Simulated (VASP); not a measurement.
BaS: single point with PBE0

BaS:

```xyz
2
Lattice="0.0000 3.1938 3.1938 3.1938 0.0000 3.1938 3.1938 3.1938 0.0000" Properties=species:S:1:pos:R:3 pbc="T T T"
Ba    0.0000    0.0000    0.0000
S     3.1938    3.1938    3.1938
```

```yaml
Program: VASP 6.6.1
Task: single point
Functional: PBE0
Potentials_or_basis: VASP PAW PBE potentials, release 64 (Ba_sv, S)
Cutoff: 520 eV
k_mesh: 4 × 4 × 4
Occupations: fermi-dirac, width 0.05 eV
Spin: no spin polarisation
```

The pressure is 0.9 GPa. The band gap on the k mesh is 3.74 eV, indirect (least direct gap 3.90 eV).

Levels at points of the mesh, in eV from the valence-band top:
| k point | band 4 | band 5 | band 6 | band 7 | band 8 | band 9 | band 10 | band 11 | band 12 | band 13 |
| --- | --- | --- | --- | --- | --- | --- | --- | --- | --- | --- |
| (0.00, 0.00, 0.00) | -11.83 | -11.48 | 0.00 | 0.00 | 0.00 | 5.28 | 5.66 | 5.66 | 5.66 | 6.62 |
| (0.50, 0.00, 0.00) | -11.87 | -9.92 | -2.12 | -1.18 | -1.18 | 7.37 | 7.46 | 8.32 | 8.32 | 10.87 |
| (0.50, 0.50, 0.00) | -12.05 | -11.37 | -0.61 | -0.16 | -0.16 | 3.74 | 7.86 | 7.94 | 9.59 | 9.59 |

It took 11 min on 1 thread of Intel(R) Xeon(R) Platinum 8375C CPU @ 2.90GHz (Ice Lake), with other jobs on the host, peak memory 0.22 GiB.

Caveat: the k points lie up to 0.43 Å⁻¹ apart; the PAW data sets were made with another functional, which shifts forces and pressure a little; spin-orbit coupling is left out, which moves the levels of the heavy elements. A k mesh can miss the band edges.
